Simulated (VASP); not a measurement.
# Al (P6_3/mmc) in VASP: a series of runs

Al is run at these levels: PBEsol+D3(BJ); tasks: relaxation of cell and atoms.

Program: VASP 6.6.1. These are calculated values, not measurements. Logs are shortened: lines on timing, memory, paths and dates and some standing lists are left out, and cuts for length are marked.

### Step 1. The cell of the first run

Symmetry: P6_3/mmc, No. 194, hexagonal system. The conventional cell has a = 2.568 Å, b = 2.568 Å, c = 4.183 Å, α = 90.00°, β = 90.00°, γ = 120.00°. Al (site symmetry -6m2) has 12 Al at 2.56 to 2.57 Å within 3.4 Å.

### Step 2. Relaxation of cell and atoms, PBEsol+D3(BJ), target pressure 50 GPa, at which the enthalpy is minimised

INCAR

```
SYSTEM = Al
PREC = Accurate
ENCUT = 600
EDIFF = 1E-6
ISMEAR = 0
SIGMA = 0.1
LREAL = .False.
LASPH = .True.
NELM = 60
ALGO = Normal
ISIF = 3
LWAVE = .False.
LCHARG = .False.
GGA = PS
IVDW = 12
IBRION = 2
NSW = 70
EDIFFG = -0.008
PSTRESS = 500.0
```

KPOINTS

```
regular mesh
0
Gamma
  18 18 10
  0 0 0
```

POSCAR

```
Al
1.0
    2.5677998345      0.0000000000      0.0000000000
   -1.2838999173      2.2237798886      0.0000000000
    0.0000000000      0.0000000000      4.1829997850
Al
2
Direct
    0.6666666667      0.3333333333      0.7500000000
    0.3333333333      0.6666666667      0.2500000000
```

Potentials or basis: VASP PAW PBE potentials, release 64 (Al).

Command:

```console
$ cat potpaw_PBE.64/Al/POTCAR > POTCAR
$ mpirun -np 1 vasp_std > vasp.out
```

OUTCAR:

```text
SYSTEM = Al
   PREC = Accurate
   ENCUT = 600
   EDIFF = 1E-6
   ISMEAR = 0
   LREAL = .False.
   LASPH = .True.
   NELM = 60
   ISIF = 3
   GGA = PS
   IVDW = 12
   IBRION = 2
   NSW = 70
   EDIFFG = -0.008
   PSTRESS = 500.0
 IVDW          = 12

 ion  position               nearest neighbor table
   1  0.667  0.333  0.750-   2 2.56   2 2.56   2 2.56   2 2.56   2 2.56   2 2.56
   2  0.333  0.667  0.250-   1 2.56   1 2.56   1 2.56   1 2.56   1 2.56   1 2.56

  LATTYP: Found a hexagonal cell.
 ALAT       =     2.5677998345
 C/A-ratio  =     1.6290209731

  Lattice vectors:

 A1 = (   2.5677998345,   0.0000000000,   0.0000000000)
 A2 = (  -1.2838999173,   2.2237798886,   0.0000000000)
 A3 = (   0.0000000000,   0.0000000000,   4.1829997850)

Analysis of symmetry for initial positions (statically):
=====================================================================
 Subroutine PRICEL returns:
 Original cell was already a primitive cell.

 Routine SETGRP: Setting up the symmetry group for a
 hexagonal supercell.

 Subroutine GETGRP returns: Found 24 space group operations
 (whereof 12 operations were pure point group operations)
 out of a pool of 24 trial point group operations.

The static configuration has the point symmetry D_3d.
 The point group associated with its full space group is D_6h.

Analysis of symmetry for dynamics (positions and initial velocities):
=====================================================================
 Subroutine PRICEL returns:
 Original cell was already a primitive cell.

 Routine SETGRP: Setting up the symmetry group for a
 hexagonal supercell.

 Subroutine GETGRP returns: Found 24 space group operations
 (whereof 12 operations were pure point group operations)
 out of a pool of 24 trial point group operations.

The dynamic configuration has the point symmetry D_3d.
 The point group associated with its full space group is D_6h.

 Subroutine INISYM returns: Found 24 space group operations
 (whereof 12 operations are pure point group operations),
 and found     1 'primitive' translations

----------------------------------------------------------------------------------------

                                     Primitive cell

  volume of cell :      23.8859

  direct lattice vectors                    reciprocal lattice vectors
     2.567799835  0.000000000  0.000000000     0.389438455  0.224842397  0.000000000
    -1.283899917  2.223779889  0.000000000     0.000000000  0.449684794  0.000000000
     0.000000000  0.000000000  4.182999785     0.000000000  0.000000000  0.239062886

  length of vectors
     2.567799835  2.567799835  4.182999785     0.449684794  0.449684794  0.239062886

  position of ions in fractional coordinates (direct lattice)
     0.666666667  0.333333333  0.750000000
[... 69 lines left out ...]
   PREC   = accura    normal or accurate (medium, high low for compatibility)
   ISTART =      0    job   : 0-new  1-cont  2-samecut
   ICHARG =      2    charge: 1-file 2-atom 10-const
   ISPIN  =      1    spin polarized calculation?
   LNONCOLLINEAR =      F non collinear calculations
   LSORBIT =      F    spin-orbit coupling
   LASPH  =      T    aspherical Exc in radial PAW
   ENCUT  =  600.0 eV  44.10 Ry    6.64 a.u.   5.13  5.13  8.35*2*pi/ulx,y,z
   NELM   =     60;   NELMIN=  2; NELMDL= -5     # of ELM steps
   EDIFF  = 0.1E-05   stopping-criterion for ELM
   LREAL  =      F    real-space projection
   EDIFFG = -.8E-02   stopping-criterion for IOM
   NSW    =     70    number of steps for IOM
   IBRION =      2    ionic relax: 0-MD 1-quasi-New 2-CG
   NFREE  =      1    steps in history (QN), initial steepest desc. (CG)
   ISIF   =      3    stress and relaxation
   ISYM   =      2    0-nonsym 1-usesym 2-fastsym
   POTIM  = 0.5000    time-step for ionic-motion
   TEBEG  =    0.0;   TEEND  =   0.0 temperature during run
   PSTRESS=  500.0 pullay stress
   NELECT =       6.0000    total number of electrons
   NUPDOWN=      -1.0000    fix difference up-down
   EMIN   =  10.00;   EMAX   =-10.00  energy-range for DOS
   EFERMI =   0.00;   METHOD = LEGACY
   ISMEAR =     0;   SIGMA  =   0.10  broadening in eV -4-tet -1-fermi 0-gaus
   EFERMI_NEDOS =   21; number of points for ismear=-14 and -15
   IALGO  =     38    algorithm
   IMIX   =      4    mixing-type and parameters
     AMIX     =   0.40;   BMIX     =  1.00
     AMIX_MAG =   1.60;   BMIX_MAG =  1.00
  volume/ion in A,a.u.               =      11.94        80.59
  Fermi-wavevector in a.u.,A,eV,Ry     =   1.032948  1.951988 14.517156  1.066981
  Thomas-Fermi vector in A             =   2.167170
   LORBIT       =      0    0 simple, 1 ext, 2 COOP (PROOUT), +10 PAW based schemes
   GGA     = PS    functional components
   LHFCALC =     F    Hartree Fock is set to
   AEXX    =    0.0000 exact exchange contribution
   IVDW    =    12    specifies the selected vdW correction
   LEPSILON=     F    determine dielectric tensor
   LRPA    =     F    only Hartree local field effects (RPA)
 conjugate gradient relaxation of ions
 non-spin polarized calculation
 Gauss-broadening in eV      SIGMA  =   0.10
  energy-cutoff  :      600.00
  volume of cell :       23.89
 maximum number of plane-waves:       814
 NGX is ok and might be reduce to    24
   NGX = 11   NGY = 11   NGZ = 17

--------------------------------------- Ionic step        1  -------------------------------------------

 number of electron       6.0000000 magnetization

 Free energy of the ion-electron system (eV)
  ---------------------------------------------------
  ext. energy  EPLUGINS =         0.00000000
  ---------------------------------------------------
  free energy    TOTEN  =        -7.11484103 eV

  energy without entropy =       -7.11111000  energy(sigma->0) =       -7.11297552

------------------------ aborting loop because EDIFF is reached ----------------------------------------

 Edisp (eV)   -0.88044

 E8    (eV) :    -0.5928
[... 159 lines left out ...]
--------------------------------------- Ionic step        5  -------------------------------------------

 number of electron       6.0000000 magnetization

 Free energy of the ion-electron system (eV)
  ---------------------------------------------------
  ext. energy  EPLUGINS =         0.00000000
  ---------------------------------------------------
  free energy    TOTEN  =        -6.87666347 eV

  energy without entropy =       -6.87306877  energy(sigma->0) =       -6.87486612

 E-fermi :  12.1806     XC(G=0): -11.6287

 val. band max:       12.1635615901   @ k =   0.3889   0.0000   0.0000
 cond. band min:      12.1852485590   @ k =   0.3333   0.1667   0.0000
 fundamental gap:      0.0216869689
 Fermi energy:        12.1806212977

 k-point     1 :       0.0000    0.0000    0.0000
  band No.  band energies     occupation
      1      -1.6222      2.00000
      2       6.1080      2.00000
      3       7.2582      2.00000
      4      25.1788      0.00000
      5      25.1788      0.00000
      6      25.8823      0.00000
      7      25.8823      0.00000
[... 221 lines left out ...]
 k-point    24 :       0.3889    0.1111    0.0000
  band No.  band energies     occupation
      1       4.4725      2.00000
      2       7.5458      2.00000
      3      11.7617      2.00000
      4      12.9965      0.00000
      5      14.8479      0.00000
      6      14.9183      0.00000
      7      18.6075      0.00000

 [... further k-points ...]

------------------------ aborting loop because EDIFF is reached ----------------------------------------

 Edisp (eV)   -0.90849

 E8    (eV) :    -0.6116
[... 29 lines left out ...]
  energy  without entropy=       -7.7815563649  energy(sigma->0) =       -7.78335372

  enthalpy is  TOTEN    =        -0.5595383617 eV   P V=        7.2256127054

 reached required accuracy - stopping structural energy minimisation
```

OSZICAR:

```text
N       E                     dE             d eps       ncg     rms          rms(c)
DAV:   1     0.190547430818E+01    0.19055E+01   -0.28025E+03  3108   0.793E+02
DAV:   2    -0.712778178210E+01   -0.90333E+01   -0.86285E+01  4312   0.611E+01
DAV:   3    -0.721059932079E+01   -0.82818E-01   -0.79358E-01  4277   0.693E+00
[... 26 lines left out ...]
   4 F= -.55951861E+00 E0= -.55771327E+00  d E =-.184226E-01
       N       E                     dE             d eps       ncg     rms          rms(c)
DAV:   1    -0.687666561074E+01   -0.14044E-03   -0.23981E-04  4172   0.905E-02    0.828E-03
DAV:   2    -0.687666412911E+01    0.14816E-05   -0.17225E-06  3374   0.109E-02    0.466E-03
DAV:   3    -0.687666347339E+01    0.65572E-06   -0.13278E-06  2114   0.618E-03
   5 F= -.55953836E+00 E0= -.55774101E+00  d E =-.197516E-04
```

CONTCAR:

```text
Al
   1.00000000000000
     2.5398891124743539   -0.0000000000128448   -0.0000000000000000
    -1.2699445562977574    2.1996084943331082    0.0000000000000000
     0.0000000000000000    0.0000000000000000    4.1443374760435203
  Al
     2
Direct
     0.6666666667000030    0.3333333332999970    0.7500000000000000
     0.3333333332999970    0.6666666667000030    0.2500000000000000

  0.00000000E+00  0.00000000E+00  0.00000000E+00
  0.00000000E+00  0.00000000E+00  0.00000000E+00
```

Run time: 30 s. Hardware: 1 thread of Intel Xeon 6975P-C (Granite Rapids), shared host; peak memory 0.19 GiB.

What came out:

```
Free energy                                            : -7.7852 eV
Relaxed volume                                         : 11.58 Å³/atom
Relaxed cell                                           : a = 2.540 Å, b = 2.540 Å, c = 4.144 Å, α = 90.00°, β = 90.00°, γ = 120.00°
Space group after relaxing (to 0.05 Å)                 : P6_3/mmc (No. 194)
Energy change on relaxing (the enthalpy is what falls) : +105.1 meV/atom
Ionic steps                                            : 5
Pressure after relaxing                                : 50.0 GPa
Band gap on the k mesh                                 : zero (band 3 reaches 17.06 eV, above the bottom of band 4 at 8.50 eV)
Dispersion energy per atom                             : -0.454 eV
```

Stress tensor (GPa, compression positive):
```
50.01  0.00  0.00
 0.00 50.01  0.00
 0.00  0.00 50.10
```

Step by step:
| step | energy change (eV) | largest force (eV/Å) | pressure (GPa) | volume (Å³) |
| --- | --- | --- | --- | --- |
| 1 | 0.0000 | 0.0000 | 42.11 | 23.89 |
| 2 | 0.6588 | 0.0000 | 66.24 | 21.91 |
| 3 | 0.2058 | 0.0000 | 49.88 | 23.17 |
| 4 | 0.2103 | 0.0000 | 50.04 | 23.15 |
| 5 | 0.2101 | 0.0000 | 50.04 | 23.15 |

Final structure:
```
Al
1.0
     2.53989    0.00000    0.00000
    -1.26994    2.19961    0.00000
     0.00000    0.00000    4.14434
Al
2
Direct
  0.66667 0.33333 0.75000
  0.33333 0.66667 0.25000
```

Caveat: the cell is relaxed towards a set pressure, so the enthalpy falls and the energy may rise; the PAW data sets were made with another functional, which shifts forces and pressure a little; pairwise dispersion overbinds metals, which lowers pressure and volume.

### Step 3. Relaxation of cell and atoms, PBEsol+D3(BJ), target pressure 25 GPa, at which the enthalpy is minimised

This run uses another cell than the first one, of 12.97 Å³/atom, 1.086 times its volume.

INCAR

```
  ALGO = Normal
  EDIFF = 1E-6
  EDIFFG = -0.008
  ENCUT = 600
  GGA = PS
  IBRION = 2
  ISIF = 3
  ISMEAR = 0
  IVDW = 12
  LASPH = True
  LCHARG = False
  LREAL = False
  LWAVE = False
  NELM = 100
  NSW = 70
  PREC = Accurate
  PSTRESS = 250.0
  SIGMA = 0.1
```

KPOINTS

```
k-points
0
Gamma
  18 18 10
```

POSCAR

```
Al
1.0
    2.6410993054      0.0000000000      0.0000000000
   -1.3205496527      2.2872590924      0.0000000000
    0.0000000000      0.0000000000      4.2925594280
Al
2
Direct
    0.6666666667      0.3333333333      0.7500000000
    0.3333333333      0.6666666667      0.2500000000
```

Potentials or basis: VASP PAW PBE potentials, release 64 (Al).

Command:

```console
$ cat potpaw_PBE.64/Al/POTCAR > POTCAR
$ mpirun -np 1 vasp_std > vasp.out
```

It took 23 s on 1 thread of Intel Xeon 6975P-C (Granite Rapids), shared host; peak memory 0.18 GiB.

The run converged. Its results:

| Item | Value |
| --- | --- |
| Free energy | -8.4118 eV |
| Relaxed volume | 12.95 Å³/atom |
| Relaxed cell | a = 2.638 Å, b = 2.638 Å, c = 4.299 Å, α = 90.00°, β = 90.00°, γ = 120.00° |
| Space group after relaxing (to 0.05 Å) | P6_3/mmc (No. 194) |
| Energy change on relaxing (the enthalpy is what falls) | +1.9 meV/atom |
| Ionic steps | 4 |
| Pressure after relaxing | 25.0 GPa |
| Band gap on the k mesh | zero (band 3 reaches 15.37 eV, above the bottom of band 4 at 7.19 eV) |
| Dispersion energy per atom | -0.406 eV |

The path:
| step | energy change (eV) | largest force (eV/Å) | pressure (GPa) | volume (Å³) |
| --- | --- | --- | --- | --- |
| 1 | 0.0000 | 0.0000 | 24.83 | 25.93 |
| 2 | 0.0082 | 0.0000 | 25.19 | 25.88 |
| 3 | 0.0065 | 0.0000 | 25.12 | 25.89 |
| 4 | 0.0039 | 0.0000 | 24.99 | 25.91 |

Final structure:
```
Al
1.0
     2.63789    0.00000    0.00000
    -1.31895    2.28448    0.00000
     0.00000    0.00000    4.29879
Al
2
Direct
  0.66667 0.33333 0.75000
  0.33333 0.66667 0.25000
```

Levels at points of the mesh, in eV from the Fermi level:
| k point | band 1 | band 2 | band 3 | band 4 | band 5 | band 6 |
| --- | --- | --- | --- | --- | --- | --- |
| (0.00, 0.00, 0.00) | -12.92 | -5.58 | -4.72 | 12.31 | 12.31 | 12.63 |
| (0.50, 0.00, 0.00) | -6.14 | -6.02 | 0.60 | 1.14 | 1.66 | 2.25 |
| (0.00, 0.00, 0.50) | -10.94 | -10.94 | 3.98 | 3.98 | 13.22 | 13.22 |
| (0.50, 0.00, 0.50) | -4.73 | -4.73 | -3.53 | -3.53 | 8.10 | 8.10 |

Caveat: the cell is relaxed towards a set pressure, so the enthalpy falls and the energy may rise; the PAW data sets were made with another functional, which shifts forces and pressure a little; pairwise dispersion overbinds metals, which lowers pressure and volume.
